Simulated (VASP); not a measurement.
# Al3H2 (P2/m) in VASP: a series of runs

Runs on Al3H2. Level: PBE. Tasks: single point.

Everything below comes from runs of VASP 6.6.1. Logs are shortened: lines on timing, memory, paths and dates and some standing lists are left out, and cuts for length are marked.

## 1. The cell of the first run

It takes space group P2/m (No. 10, monoclinic). Conventional cell: a = 2.814 Å, b = 5.696 Å, c = 4.046 Å, α = 90.00°, β = 90.05°, γ = 90.00°. Within 2.3 Å of Al (site symmetry 2) lie 2 H at 1.76 Å. Al (site symmetry 2/m) has 10 Al at 2.81 to 2.88 Å and 8 H at 3.30 Å within 3.7 Å. H (site symmetry m) has 2 Al at 1.76 Å and 2 H at 1.81 to 2.24 Å within 2.3 Å.

The cell was built from a structure type or drawn by symmetry, and may not be a known phase.

## 2. Single point, PBE

INCAR reads:

```
ALGO = Normal
EDIFF = 1E-6
ENCUT = 520
GGA = PE
ISIF = 2
ISMEAR = 0
LASPH = T
LCHARG = F
LREAL = F
LWAVE = F
NBANDS = 14
NELM = 80
PREC = Accurate
SIGMA = 0.1
```

KPOINTS reads:

```
k-points
0
Gamma
  10 6 8
```

POSCAR reads:

```
Al3H2
1.0
    2.8113612339      0.0000000000      0.1262121452
    0.0000000000      5.6963702674      0.0000000000
   -0.1851994123      0.0000000000      4.0420279965
Al H
3 2
Direct
    0.5000000000      0.2618378084      0.5000000000
    0.5000000000      0.7381621916      0.5000000000
    0.0000000000      0.0000000000      0.0000000000
    0.5010751517      0.5000000000      0.7764075100
    0.4989248483      0.5000000000      0.2235924900
```

Potentials or basis: VASP PAW PBE potentials, release 64 (Al, H).

Run with:

```console
$ cat potpaw_PBE.64/Al/POTCAR potpaw_PBE.64/H/POTCAR > POTCAR
$ mpirun -np 1 vasp_std > vasp.out
```

OUTCAR:

```text
EDIFF = 1E-6
   ENCUT = 520
   GGA = PE
   ISIF = 2
   ISMEAR = 0
   LASPH = T
   LREAL = F
   NELM = 80
   PREC = Accurate

 ion  position               nearest neighbor table
   1  0.500  0.262  0.500-   4 1.76   5 1.76   2 2.71   3 2.88   3 2.88   3 2.88   3 2.88   2 2.98

   2  0.500  0.738  0.500-   4 1.76   5 1.76   1 2.71   3 2.88   3 2.88   3 2.88   3 2.88   1 2.98

   3  0.000  0.000  0.000-   1 2.88   2 2.88   1 2.88   2 2.88   1 2.88   2 2.88   1 2.88   2 2.88

   4  0.501  0.500  0.776-   1 1.76   2 1.76
   5  0.499  0.500  0.224-   1 1.76   2 1.76

  LATTYP: Found a simple monoclinic cell.
 ALAT       =     2.8141928671
 B/A-ratio  =     2.0241577377
 C/A-ratio  =     1.4378078324
 COS(beta)  =    -0.0009229334

  Lattice vectors:

 A1 = (   2.8113612339,   0.0000000000,   0.1262121452)
 A2 = (   0.0000000000,   5.6963702674,   0.0000000000)
 A3 = (  -0.1851994123,   0.0000000000,   4.0420279965)

Analysis of symmetry for initial positions (statically):
=====================================================================
 Subroutine PRICEL returns:
 Original cell was already a primitive cell.

 Routine SETGRP: Setting up the symmetry group for a
 simple monoclinic supercell.

 Subroutine GETGRP returns: Found  4 space group operations
 (whereof  4 operations were pure point group operations)
 out of a pool of  4 trial point group operations.

The static configuration has the point symmetry C_2h.

Analysis of symmetry for dynamics (positions and initial velocities):
=====================================================================
 Subroutine PRICEL returns:
 Original cell was already a primitive cell.

 Routine SETGRP: Setting up the symmetry group for a
 simple monoclinic supercell.

 Subroutine GETGRP returns: Found  4 space group operations
 (whereof  4 operations were pure point group operations)
 out of a pool of  4 trial point group operations.

The dynamic configuration has the point symmetry C_2h.

 Subroutine INISYM returns: Found  4 space group operations
 (whereof  4 operations are pure point group operations),
 and found     1 'primitive' translations

----------------------------------------------------------------------------------------

                                     Primitive cell

  volume of cell :      64.8644

  direct lattice vectors                    reciprocal lattice vectors
     2.811361234  0.000000000  0.126212145     0.354969420  0.000000000  0.016264145
[... 107 lines left out ...]
   ISMEAR =     0;   SIGMA  =   0.10  broadening in eV -4-tet -1-fermi 0-gaus
   EFERMI_NEDOS =   21; number of points for ismear=-14 and -15
   IALGO  =     38    algorithm
   IMIX   =      4    mixing-type and parameters
     AMIX     =   0.40;   BMIX     =  1.00
     AMIX_MAG =   1.60;   BMIX_MAG =  1.00
  volume/ion in A,a.u.               =      12.97        87.55
  Fermi-wavevector in a.u.,A,eV,Ry     =   0.906157  1.712389 11.172027  0.821121
  Thomas-Fermi vector in A             =   2.029811
   LORBIT       =      0    0 simple, 1 ext, 2 COOP (PROOUT), +10 PAW based schemes
   GGA     = PE    functional components
   LHFCALC =     F    Hartree Fock is set to
   AEXX    =    0.0000 exact exchange contribution
   IVDW    =     0    specifies the selected vdW correction
   LEPSILON=     F    determine dielectric tensor
   LRPA    =     F    only Hartree local field effects (RPA)
 non-spin polarized calculation
 Gauss-broadening in eV      SIGMA  =   0.10
  energy-cutoff  :      520.00
  volume of cell :       64.86
 maximum number of plane-waves:      1770
 NGX is ok and might be reduce to    24
   NGX = 11   NGY = 21   NGZ = 15

 number of electron      11.0000000 magnetization

 Free energy of the ion-electron system (eV)
  ---------------------------------------------------
  ext. energy  EPLUGINS =         0.00000000
  ---------------------------------------------------
  free energy    TOTEN  =       -17.07526661 eV

  energy without entropy =      -17.07063712  energy(sigma->0) =      -17.07295187

 E-fermi :   5.5731     XC(G=0):  -9.4939

 val. band max:        5.5545056774   @ k =  -0.3000   0.5000   0.2500
 cond. band min:       5.5775806654   @ k =   0.5000   0.1667   0.2500
 fundamental gap:      0.0230749880
 Fermi energy:         5.5730826265

 k-point     1 :       0.0000    0.0000    0.0000
  band No.  band energies     occupation
      1      -5.0808      2.00000
      2      -1.4915      2.00000
      3       0.2350      2.00000
      4       2.1915      2.00000
      5       5.2657      1.99999
      6       5.6774      0.13999
      7       7.9924      0.00000
      8       9.6774      0.00000
      9       9.8163      0.00000
     10      10.8126      0.00000
     11      12.8464      0.00000
     12      13.0453      0.00000
     13      15.8749      0.00000
     14      16.8450      0.00000
[... 377 lines left out ...]
      1      -1.6642      2.00000
      2       0.5499      2.00000
      3       0.9796      2.00000
      4       2.6087      2.00000
      5       4.1598      2.00000
      6       7.9705      0.00000
      7       8.3703      0.00000
      8       8.7260      0.00000
      9       9.7032      0.00000
     10       9.9856      0.00000
     11      10.1627      0.00000
     12      10.3767      0.00000
     13      11.3552      0.00000
     14      11.6315      0.00000

 [... further k-points ...]

------------------------ aborting loop because EDIFF is reached ----------------------------------------

  FORCE on cell =-STRESS in cart. coord.  units (eV):
  Direction    XX          YY          ZZ          XY          YZ          ZX
  --------------------------------------------------------------------------------------
  -------------------------------------------------------------------------------------
  Total       -0.0496035     -0.0456005     -0.0499269      0.0000000      0.0000000      0.0008971
  in kB       -1.2252266     -1.1263513     -1.2332139      0.0000000      0.0000000      0.0221578
  external PRESSURE =      -1.1949306 kB  Pullay stress =       0.0000000 kB

 VOLUME and BASIS-vectors are now :
 -----------------------------------------------------------------------------
  energy-cutoff  :      520.00
  volume of cell :       64.86
      direct lattice vectors                 reciprocal lattice vectors
     2.811361234  0.000000000  0.126212145     0.354969420  0.000000000  0.016264145
     0.000000000  5.696370267  0.000000000     0.000000000  0.175550386  0.000000000
    -0.185199412  0.000000000  4.042027996    -0.011083904  0.000000000  0.246892715

 POSITION                                       TOTAL-FORCE (eV/Angst)
 -----------------------------------------------------------------------------------
      1.31308      1.49153      2.08412         0.000000      0.011223      0.000000
      1.31308      4.20485      2.08412         0.000000     -0.011223      0.000000
      0.00000      0.00000      0.00000        -0.000000      0.000000      0.000000
      1.26491      2.84819      3.20150        -0.000326      0.000000     -0.003008
      1.36125      2.84819      0.96674         0.000326      0.000000      0.003008
 -----------------------------------------------------------------------------------
    total drift:                                0.000000     -0.000000     -0.000000

  FREE ENERGIE OF THE ION-ELECTRON SYSTEM (eV)
  ---------------------------------------------------
  free  energy   TOTEN  =       -17.0752666129 eV

  energy  without entropy=      -17.0706371224  energy(sigma->0) =      -17.07295187
```

OSZICAR:

```text
N       E                     dE             d eps       ncg     rms          rms(c)
DAV:   1     0.360211844574E+01    0.36021E+01   -0.36584E+03  4704   0.566E+02
DAV:   2    -0.167686144451E+02   -0.20371E+02   -0.19177E+02  6014   0.880E+01
DAV:   3    -0.176399008122E+02   -0.87129E+00   -0.86775E+00  6300   0.158E+01
DAV:   4    -0.176485494817E+02   -0.86487E-02   -0.86479E-02  5598   0.187E+00
DAV:   5    -0.176487420686E+02   -0.19259E-03   -0.19259E-03  6340   0.283E-01    0.472E+00
DAV:   6    -0.171979032792E+02    0.45084E+00   -0.42020E-01  5782   0.309E+00    0.246E+00
DAV:   7    -0.170754150882E+02    0.12249E+00   -0.50692E-01  5994   0.342E+00    0.436E-01
DAV:   8    -0.170756890779E+02   -0.27399E-03   -0.84469E-02  5388   0.155E+00    0.240E-01
DAV:   9    -0.170753522061E+02    0.33687E-03   -0.11460E-02  5516   0.550E-01    0.127E-01
DAV:  10    -0.170752135005E+02    0.13871E-03   -0.21586E-03  5696   0.254E-01    0.418E-02
DAV:  11    -0.170752753484E+02   -0.61848E-04   -0.42821E-04  5960   0.103E-01    0.229E-02
DAV:  12    -0.170752660648E+02    0.92836E-05   -0.10439E-04  5990   0.488E-02    0.141E-02
DAV:  13    -0.170752690861E+02   -0.30213E-05   -0.22491E-05  5746   0.243E-02    0.871E-03
DAV:  14    -0.170752664951E+02    0.25910E-05   -0.77355E-06  5802   0.138E-02    0.296E-03
DAV:  15    -0.170752666129E+02   -0.11780E-06   -0.11436E-06  3428   0.594E-03
   1 F= -.17075267E+02 E0= -.17072952E+02  d E =-.462949E-02
```

stdout:

```text
POSCAR found type information on POSCAR AlH
 POSCAR found :  2 types and       5 ions
 scaLAPACK will be used
 LDA part: xc-table for (Slater+PW92), standard interpolation
 POSCAR, INCAR and KPOINTS ok, starting setup
 FFT: planning ... GRIDC
 FFT: planning ... GRID_SOFT
 FFT: planning ... GRID
 WAVECAR not read
 entering main loop
```

Wall time 51 s (1 thread of Intel Xeon 6975P-C (Granite Rapids), shared host); peak memory 0.26 GiB.

What came out:

- Free energy: -17.0753 eV
- Pressure: -0.1 GPa
- Largest force: 0.011 eV/Å
- Band gap on the k mesh: zero (an odd number of electrons rules out a gap without spin polarisation)

Forces on the atoms (eV/Å):
```
Al   0.000  0.011  0.000
Al   0.000 -0.011  0.000
Al   0.000  0.000  0.000
H    0.000  0.000 -0.003
H    0.000  0.000  0.003
```

Levels at points of the mesh, in eV from the Fermi level:
```tsv
k point	band 3	band 4	band 5	band 6	band 7	band 8
(0.00, 0.00, 0.00)	-5.34	-3.38	-0.31	0.10	2.42	4.10
(0.50, 0.00, 0.00)	-3.84	-1.51	-1.18	-0.49	0.59	2.88
(0.00, 0.50, 0.00)	-3.00	-1.91	-1.32	-0.21	1.01	1.76
(0.50, 0.50, 0.00)	-4.59	-2.96	-1.41	2.40	2.80	3.15
(0.00, 0.00, 0.50)	-5.24	-4.44	-3.73	-2.49	5.73	8.20
(0.50, 0.00, 0.50)	-3.52	-2.13	-1.77	-1.70	0.08	1.60
(0.00, 0.50, 0.50)	-7.00	-6.51	-0.20	0.48	1.90	3.85
(0.50, 0.50, 0.50)	-2.98	-2.88	-2.76	-1.92	-1.88	0.90
```

## 3. Single point, PBE

This run uses another cell than the first one, of 13.03 Å³/atom.

INCAR reads:

```
SYSTEM = Al3H2
PREC = Accurate
ENCUT = 520
EDIFF = 1E-7
ISMEAR = 0
SIGMA = 0.1
LREAL = .False.
LASPH = .True.
NELM = 100
ALGO = Normal
ISIF = 2
LWAVE = .False.
LCHARG = .False.
GGA = PE
NBANDS = 14
```

KPOINTS reads:

```
Automatic mesh
0
Gamma
  8 12 6
  0 0 0
```

POSCAR reads:

```
Al3H2
1.0
    4.1111924200      0.0000000000      0.0124685231
    0.0000000000      2.7739637399      0.0000000000
   -0.0286740361      0.0000000000      5.7133218396
Al H
3 2
Direct
    0.9994798337      0.5000000000      0.7375417960
    0.0005201663      0.5000000000      0.2624582040
    0.5000000000      0.0000000000      0.0000000000
    0.2732454874      0.5000000000      0.5006223774
    0.7267545126      0.5000000000      0.4993776226
```

Potentials or basis: VASP PAW PBE potentials, release 64 (Al, H).

Run with:

```console
$ cat potpaw_PBE.64/Al/POTCAR potpaw_PBE.64/H/POTCAR > POTCAR
$ mpirun -np 1 vasp_std > vasp.out
```

Wall time 54 s (1 thread of Intel Xeon 6975P-C (Granite Rapids), shared host); peak memory 0.26 GiB.

It converged, with:

| Quantity | Value |
| --- | --- |
| Free energy | -17.0788 eV |
| Pressure | -0.1 GPa |
| Largest force | 0.005 eV/Å |
| Band gap on the k mesh | zero (an odd number of electrons rules out a gap without spin polarisation) |

Forces in eV/Å, atoms in the order of the input:
```
Al   0.000  0.000 -0.005
Al   0.000  0.000  0.005
Al   0.000  0.000  0.000
H   -0.003  0.000  0.000
H    0.003  0.000  0.000
```

Levels at points of the mesh, in eV from the Fermi level:
| k point | band 3 | band 4 | band 5 | band 6 | band 7 | band 8 |
| --- | --- | --- | --- | --- | --- | --- |
| (0.00, 0.00, 0.00) | -5.36 | -3.57 | -0.56 | -0.08 | 2.20 | 3.80 |
| (0.50, 0.00, 0.00) | -5.27 | -4.44 | -3.85 | -2.51 | 5.65 | 8.09 |
| (0.00, 0.50, 0.00) | -3.71 | -1.58 | -1.12 | -0.32 | 0.61 | 2.81 |
| (0.50, 0.50, 0.00) | -3.49 | -2.02 | -1.72 | -1.59 | 0.03 | 1.67 |
| (0.00, 0.00, 0.50) | -3.19 | -1.91 | -1.51 | -0.51 | 0.96 | 1.58 |
| (0.50, 0.00, 0.50) | -7.05 | -6.46 | -0.29 | 0.45 | 1.77 | 3.76 |
| (0.00, 0.50, 0.50) | -4.45 | -2.92 | -1.49 | 2.51 | 2.75 | 3.09 |
| (0.50, 0.50, 0.50) | -2.93 | -2.82 | -2.63 | -1.97 | -1.78 | 1.00 |
